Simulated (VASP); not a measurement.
Write the native input for VASP 6.6.1 that does the following.

```
Task                   : single point
Functional             : PBE
Potentials or basis    : VASP PAW PBE potentials, release 64 (Cu, I)
Cutoff                 : 520 eV
k mesh                 : 12 × 12 × 12
Occupations            : fermi-dirac, width 0.05 eV
Spin                   : no spin polarisation
Dipole correction      : no
Further INCAR settings : ALGO = Normal; EDIFF = 1e-06; NBANDS = 16
```

The structure of CuI (zincblende type) lies in POSCAR:

```
CuI
1.0
    0.0000000000      3.0395165369      3.0395165369
    3.0395165369      0.0000000000      3.0395165369
    3.0395165369      3.0395165369      0.0000000000
Cu I
1 1
Direct
    0.0000000000      0.0000000000      0.0000000000
    0.2500000000      0.2500000000      0.2500000000
```

One way to write it, as run:

INCAR

```
SYSTEM = CuI
PREC = Accurate
ENCUT = 520
EDIFF = 1E-6
ISMEAR = -1
SIGMA = 0.05
LREAL = .False.
LASPH = .True.
NELM = 100
ALGO = Normal
ISIF = 2
LWAVE = .False.
LCHARG = .False.
GGA = PE
NBANDS = 16
```

KPOINTS

```
regular mesh
0
Gamma
  12 12 12
  0 0 0
```

Potentials or basis: VASP PAW PBE potentials, release 64 (Cu, I).

The run is started by

```sh
$ cat potpaw_PBE.64/Cu/POTCAR potpaw_PBE.64/I/POTCAR > POTCAR
$ mpirun -np 1 vasp_std > vasp.out
```

Results of the run:

| Item | Value |
| --- | --- |
| Pressure | 0.0 GPa |
| Band gap on the k mesh | 1.12 eV |

Caveat: spin-orbit coupling is left out, which moves the levels of the heavy elements.

Wall time 74 s on 1 thread of Intel Xeon 8259CL, with other jobs on the host, peak memory 0.22 GiB.
